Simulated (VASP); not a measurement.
# Ga4Sb3As (P-43m) in VASP: relaxation of cell and atoms with PBE

Aim: the relaxation of cell and atoms of Ga4Sb3As with PBE.

Program: VASP 6.6.1. These are calculated values, not measurements. Logs are shortened: lines on timing, memory, paths and dates and some standing lists are left out, and cuts for length are marked.

## (1) The cell of the first run

Symmetry: P-43m, No. 215, cubic system. Conventional cell: a = 6.099 Å, b = 6.099 Å, c = 6.099 Å, α = 90.00°, β = 90.00°, γ = 90.00°. Ga (site symmetry 3m) has 1 As at 2.55 Å and 3 Sb at 2.67 Å within 3.4 Å. Within 3.5 Å of Sb (site symmetry -42m) lie 4 Ga at 2.67 Å. Within 3.4 Å of As (site symmetry -43m) lie 4 Ga at 2.55 Å.

## (2) Relaxation of cell and atoms, PBE

Contents of INCAR:

```
SYSTEM = Ga4Sb3As
  ALGO = Normal
  EDIFF = 1E-6
  EDIFFG = -0.01
  ENCUT = 600
  GGA = PE
  IBRION = 2
  ISIF = 3
  ISMEAR = 0
  LASPH = .True.
  LCHARG = .False.
  LREAL = .False.
  LWAVE = .False.
  NELM = 100
  NSW = 100
  PREC = Accurate
  SIGMA = 0.1
```

Contents of KPOINTS:

```
k-points
0
Gamma
  6 6 6
  0 0 0
```

Contents of POSCAR:

```
Ga4Sb3As
1.0
    6.0994021000      0.0000000000      0.0000000000
    0.0000000000      6.0994021000      0.0000000000
    0.0000000000      0.0000000000      6.0994021000
Ga Sb As
4 3 1
Direct
    0.7587980000      0.7587980000      0.7587980000
    0.7587980000      0.2412020000      0.2412020000
    0.2412020000      0.7587980000      0.2412020000
    0.2412020000      0.2412020000      0.7587980000
    0.5000000000      0.5000000000      0.0000000000
    0.5000000000      0.0000000000      0.5000000000
    0.0000000000      0.5000000000      0.5000000000
    0.0000000000      0.0000000000      0.0000000000
```

Potentials or basis: VASP PAW PBE potentials, release 64 (Ga_d, Sb, As).

Run with:

```bash
$ cat potpaw_PBE.64/Ga_d/POTCAR potpaw_PBE.64/Sb/POTCAR potpaw_PBE.64/As/POTCAR > POTCAR
$ mpirun -np 1 vasp_std > vasp.out
```

OUTCAR:

```text
SYSTEM = Ga4Sb3As
   EDIFF = 1E-6
   EDIFFG = -0.01
   ENCUT = 600
   GGA = PE
   IBRION = 2
   ISIF = 3
   ISMEAR = 0
   LASPH = .True.
   LREAL = .False.
   NELM = 100
   NSW = 100
   PREC = Accurate

 ion  position               nearest neighbor table
   1  0.759  0.759  0.759-   8 2.55   6 2.67   7 2.67   5 2.67
   2  0.759  0.241  0.241-   8 2.55   6 2.67   7 2.67   5 2.67
   3  0.241  0.759  0.241-   8 2.55   6 2.67   7 2.67   5 2.67
   4  0.241  0.241  0.759-   8 2.55   6 2.67   7 2.67   5 2.67
   5  0.500  0.500  0.000-   1 2.67   2 2.67   3 2.67   4 2.67
   6  0.500  0.000  0.500-   1 2.67   2 2.67   3 2.67   4 2.67
   7  0.000  0.500  0.500-   1 2.67   2 2.67   3 2.67   4 2.67
   8  0.000  0.000  0.000-   1 2.55   2 2.55   3 2.55   4 2.55

  LATTYP: Found a simple cubic cell.
 ALAT       =     6.0994021000

  Lattice vectors:

 A1 = (   6.0994021000,   0.0000000000,   0.0000000000)
 A2 = (   0.0000000000,   6.0994021000,   0.0000000000)
 A3 = (   0.0000000000,   0.0000000000,   6.0994021000)

Analysis of symmetry for initial positions (statically):
=====================================================================
 Subroutine PRICEL returns:
 Original cell was already a primitive cell.

 Routine SETGRP: Setting up the symmetry group for a
 simple cubic supercell.

 Subroutine GETGRP returns: Found 24 space group operations
 (whereof 24 operations were pure point group operations)
 out of a pool of 48 trial point group operations.

The static configuration has the point symmetry T_d .

Analysis of symmetry for dynamics (positions and initial velocities):
=====================================================================
 Subroutine PRICEL returns:
 Original cell was already a primitive cell.

 Routine SETGRP: Setting up the symmetry group for a
 simple cubic supercell.

 Subroutine GETGRP returns: Found 24 space group operations
 (whereof 24 operations were pure point group operations)
 out of a pool of 48 trial point group operations.

The dynamic configuration has the point symmetry T_d .

 Subroutine INISYM returns: Found 24 space group operations
 (whereof 24 operations are pure point group operations),
 and found     1 'primitive' translations

----------------------------------------------------------------------------------------

                                     Primitive cell

  volume of cell :     226.9143

  direct lattice vectors                    reciprocal lattice vectors
     6.099402100  0.000000000  0.000000000     0.163950496  0.000000000  0.000000000
     0.000000000  6.099402100  0.000000000     0.000000000  0.163950496  0.000000000
     0.000000000  0.000000000  6.099402100     0.000000000  0.000000000  0.163950496

  length of vectors
     6.099402100  6.099402100  6.099402100     0.163950496  0.163950496  0.163950496

  position of ions in fractional coordinates (direct lattice)
     0.758798000  0.758798000  0.758798000
     0.758798000  0.241202000  0.241202000
     0.241202000  0.758798000  0.241202000
     0.241202000  0.241202000  0.758798000
     0.500000000  0.500000000  0.000000000
     0.500000000  0.000000000  0.500000000
     0.000000000  0.500000000  0.500000000
     0.000000000  0.000000000  0.000000000

  ion indices of the primitive-cell ions
   primitive index   ion index
                 1           1
                 2           2
                 3           3
                 4           4
                 5           5
                 6           6
                 7           7
                 8           8

----------------------------------------------------------------------------------------

 KPOINTS: k-points

Automatic generation of k-mesh.
 Grid dimensions read from file:
 generate k-points for:    6    6    6

 Generating k-lattice:

  Cartesian coordinates                     Fractional coordinates (reciprocal lattice)
     0.027325083  0.000000000  0.000000000     0.166666667  0.000000000  0.000000000
     0.000000000  0.027325083  0.000000000     0.000000000  0.166666667  0.000000000
     0.000000000  0.000000000  0.027325083     0.000000000  0.000000000  0.166666667

  Length of vectors
[... 37 lines left out ...]
   ions per type =               4   3   1
   NGX,Y,Z   is equivalent  to a cutoff of  13.63, 13.63, 13.63 a.u.
   NGXF,Y,Z  is equivalent  to a cutoff of  27.26, 27.26, 27.26 a.u.
 SYSTEM =  Ga4Sb3As
   PREC   = accura    normal or accurate (medium, high low for compatibility)
   ISTART =      0    job   : 0-new  1-cont  2-samecut
   ICHARG =      2    charge: 1-file 2-atom 10-const
   ISPIN  =      1    spin polarized calculation?
   LNONCOLLINEAR =      F non collinear calculations
   LSORBIT =      F    spin-orbit coupling
   LASPH  =      T    aspherical Exc in radial PAW
   ENCUT  =  600.0 eV  44.10 Ry    6.64 a.u.  12.18 12.18 12.18*2*pi/ulx,y,z
   NELM   =    100;   NELMIN=  2; NELMDL= -5     # of ELM steps
   EDIFF  = 0.1E-05   stopping-criterion for ELM
   LREAL  =      F    real-space projection
   EDIFFG = -.1E-01   stopping-criterion for IOM
   NSW    =    100    number of steps for IOM
   IBRION =      2    ionic relax: 0-MD 1-quasi-New 2-CG
   NFREE  =      1    steps in history (QN), initial steepest desc. (CG)
   ISIF   =      3    stress and relaxation
   ISYM   =      2    0-nonsym 1-usesym 2-fastsym
   POTIM  = 0.5000    time-step for ionic-motion
   TEBEG  =    0.0;   TEEND  =   0.0 temperature during run
   PSTRESS=    0.0 pullay stress
   NELECT =      72.0000    total number of electrons
   NUPDOWN=      -1.0000    fix difference up-down
   EMIN   =  10.00;   EMAX   =-10.00  energy-range for DOS
   EFERMI =   0.00;   METHOD = LEGACY
   ISMEAR =     0;   SIGMA  =   0.10  broadening in eV -4-tet -1-fermi 0-gaus
   EFERMI_NEDOS =   21; number of points for ismear=-14 and -15
   IALGO  =     38    algorithm
   IMIX   =      4    mixing-type and parameters
     AMIX     =   0.40;   BMIX     =  1.00
     AMIX_MAG =   1.60;   BMIX_MAG =  1.00
  volume/ion in A,a.u.               =      28.36       191.41
  Fermi-wavevector in a.u.,A,eV,Ry     =   1.116602  2.110072 16.963744  1.246800
  Thomas-Fermi vector in A             =   2.253217
   LORBIT       =      0    0 simple, 1 ext, 2 COOP (PROOUT), +10 PAW based schemes
   GGA     = PE    functional components
   LHFCALC =     F    Hartree Fock is set to
   AEXX    =    0.0000 exact exchange contribution
   IVDW    =     0    specifies the selected vdW correction
   LEPSILON=     F    determine dielectric tensor
   LRPA    =     F    only Hartree local field effects (RPA)
 conjugate gradient relaxation of ions
 non-spin polarized calculation
 Gauss-broadening in eV      SIGMA  =   0.10
  energy-cutoff  :      600.00
  volume of cell :      226.91
 maximum number of plane-waves:      7624
 NGX is ok and might be reduce to    50
   NGX = 25   NGY = 25   NGZ = 25

--------------------------------------- Ionic step        1  -------------------------------------------

 number of electron      71.9999972 magnetization

 Free energy of the ion-electron system (eV)
  ---------------------------------------------------
  ext. energy  EPLUGINS =         0.00000000
  ---------------------------------------------------
  free energy    TOTEN  =       -30.22596346 eV

  energy without entropy =      -30.22443141  energy(sigma->0) =      -30.22519743

------------------------ aborting loop because EDIFF is reached ----------------------------------------

  FORCE on cell =-STRESS in cart. coord.  units (eV):
  Direction    XX          YY          ZZ          XY          YZ          ZX
  --------------------------------------------------------------------------------------
  -------------------------------------------------------------------------------------
  Total        0.1304202      0.1304202      0.1304202      0.0000000     -0.0000000      0.0000000
  in kB        0.9208603      0.9208603      0.9208603      0.0000000     -0.0000000      0.0000000
  external PRESSURE =       0.9208603 kB  Pullay stress =       0.0000000 kB

 VOLUME and BASIS-vectors are now :
 -----------------------------------------------------------------------------
  energy-cutoff  :      600.00
  volume of cell :      226.91
      direct lattice vectors                 reciprocal lattice vectors
     6.099402100  0.000000000  0.000000000     0.163950496  0.000000000  0.000000000
     0.000000000  6.099402100  0.000000000     0.000000000  0.163950496  0.000000000
     0.000000000  0.000000000  6.099402100     0.000000000  0.000000000  0.163950496

 POSITION                                       TOTAL-FORCE (eV/Angst)
 -----------------------------------------------------------------------------------
      4.62821      4.62821      4.62821        -0.004154     -0.004154     -0.004154
      4.62821      1.47119      1.47119        -0.004154      0.004154      0.004154
      1.47119      4.62821      1.47119         0.004154     -0.004154      0.004154
      1.47119      1.47119      4.62821         0.004154      0.004154     -0.004154
      3.04970      3.04970      0.00000        -0.000000     -0.000000     -0.000000
      3.04970      0.00000      3.04970        -0.000000     -0.000000     -0.000000
      0.00000      3.04970      3.04970        -0.000000     -0.000000     -0.000000
      0.00000      0.00000      0.00000        -0.000000     -0.000000     -0.000000
 -----------------------------------------------------------------------------------
    total drift:                                0.000000      0.000000      0.000000

  FREE ENERGIE OF THE ION-ELECTRON SYSTEM (eV)
  ---------------------------------------------------
  free  energy   TOTEN  =       -30.2259634618 eV

  energy  without entropy=      -30.2244314067  energy(sigma->0) =      -30.22519743

--------------------------------------- Ionic step        2  -------------------------------------------

 number of electron      71.9999969 magnetization

 Free energy of the ion-electron system (eV)
  ---------------------------------------------------
  ext. energy  EPLUGINS =         0.00000000
  ---------------------------------------------------
  free energy    TOTEN  =       -30.22611202 eV

  energy without entropy =      -30.22457688  energy(sigma->0) =      -30.22534445

 E-fermi :   4.2381     XC(G=0):  -8.9941

 val. band max:        4.2355548237   @ k =   0.0000   0.0000   0.0000
 cond. band min:       4.6821556650   @ k =   0.5000   0.5000   0.3333
 fundamental gap:      0.4466008413
 Fermi energy:         4.2381464832

 k-point     1 :       0.0000    0.0000    0.0000
  band No.  band energies     occupation
      1     -10.7607      2.00000
      2     -10.7412      2.00000
      3     -10.7412      2.00000
      4     -10.6992      2.00000
      5     -10.6992      2.00000
      6     -10.6992      2.00000
[... 909 lines left out ...]
     42       7.9585      0.00000
     43       8.1810      0.00000

------------------------ aborting loop because EDIFF is reached ----------------------------------------

  FORCE on cell =-STRESS in cart. coord.  units (eV):
  Direction    XX          YY          ZZ          XY          YZ          ZX
  --------------------------------------------------------------------------------------
  -------------------------------------------------------------------------------------
  Total       -0.0033515     -0.0033515     -0.0033515      0.0000000      0.0000000      0.0000000
  in kB       -0.0236081     -0.0236081     -0.0236081      0.0000000      0.0000000      0.0000000
  external PRESSURE =      -0.0236081 kB  Pullay stress =       0.0000000 kB

 VOLUME and BASIS-vectors are now :
 -----------------------------------------------------------------------------
  energy-cutoff  :      600.00
  volume of cell :      227.45
      direct lattice vectors                 reciprocal lattice vectors
     6.104199141 -0.000000000  0.000000000     0.163821654 -0.000000000  0.000000000
     0.000000000  6.104199141 -0.000000000     0.000000000  0.163821654  0.000000000
    -0.000000000 -0.000000000  6.104199141    -0.000000000  0.000000000  0.163821654

 POSITION                                       TOTAL-FORCE (eV/Angst)
 -----------------------------------------------------------------------------------
      4.63165      4.63165      4.63165        -0.002763     -0.002763     -0.002763
      4.63165      1.47255      1.47255        -0.002763      0.002763      0.002763
      1.47255      4.63165      1.47255         0.002763     -0.002763      0.002763
      1.47255      1.47255      4.63165         0.002763      0.002763     -0.002763
      3.05210      3.05210      6.10420         0.000000      0.000000      0.000000
      3.05210      6.10420      3.05210         0.000000      0.000000      0.000000
      6.10420      3.05210      3.05210         0.000000      0.000000      0.000000
      6.10420      6.10420      6.10420         0.000000     -0.000000      0.000000
 -----------------------------------------------------------------------------------
    total drift:                                0.000000      0.000000      0.000000

  FREE ENERGIE OF THE ION-ELECTRON SYSTEM (eV)
  ---------------------------------------------------
  free  energy   TOTEN  =       -30.2261120173 eV

  energy  without entropy=      -30.2245768771  energy(sigma->0) =      -30.22534445

 reached required accuracy - stopping structural energy minimisation
```

Wall time 6.1 min (1 thread of Intel Xeon Platinum 8559C (Emerald Rapids), shared host); peak memory 0.5 GiB.

Results:

```
Free energy                           : -30.2261 eV
Relaxed volume                        : 28.43 Å³/atom
Relaxed cell                          : a = 6.104 Å, b = 6.104 Å, c = 6.104 Å, α = 90.00°, β = 90.00°, γ = 90.00°
Space group after relaxing (to 0.1 Å) : P-43m (No. 215)
Energy gained by relaxing             : 0.0 meV/atom
Ionic steps                           : 2
Pressure after relaxing               : 0.0 GPa
Largest force after relaxing          : 0.005 eV/Å
Band gap on the k mesh                : zero (bands 36 and 37 overlap by 0.19 eV)
```

Forces on the atoms (eV/Å):
```
Ga  -0.003 -0.003 -0.003
Ga  -0.003  0.003  0.003
Ga   0.003 -0.003  0.003
Ga   0.003  0.003 -0.003
Sb   0.000  0.000  0.000
Sb   0.000  0.000  0.000
Sb   0.000  0.000  0.000
As   0.000  0.000  0.000
```

The path:
| step | energy change (eV) | largest force (eV/Å) | pressure (GPa) | volume (Å³) |
| --- | --- | --- | --- | --- |
| 1 | 0.0000 | 0.0072 | 0.09 | 226.91 |
| 2 | -0.0001 | 0.0048 | 0.00 | 227.45 |

Final structure:
```cif
data_structure
_symmetry_space_group_name_H-M 'P 1'
_symmetry_Int_Tables_number 1
_cell_length_a 6.1042
_cell_length_b 6.1042
_cell_length_c 6.1042
_cell_angle_alpha 90.000
_cell_angle_beta 90.000
_cell_angle_gamma 90.000
_cell_volume 227.45
loop_
_atom_site_label
_atom_site_type_symbol
_atom_site_fract_x
_atom_site_fract_y
_atom_site_fract_z
_atom_site_occupancy
Ga1 Ga 0.75877 0.75877 0.75877 1
Ga2 Ga 0.75877 0.24123 0.24123 1
Ga3 Ga 0.24123 0.75877 0.24123 1
Ga4 Ga 0.24123 0.24123 0.75877 1
Sb1 Sb 0.50000 0.50000 0.00000 1
Sb2 Sb 0.50000 0.00000 0.50000 1
Sb3 Sb 0.00000 0.50000 0.50000 1
As1 As 0.00000 0.00000 0.00000 1
```

Caveat: semilocal functionals underestimate gaps, so a narrow gap can read as zero; spin-orbit coupling is left out, which moves the levels of the heavy elements.
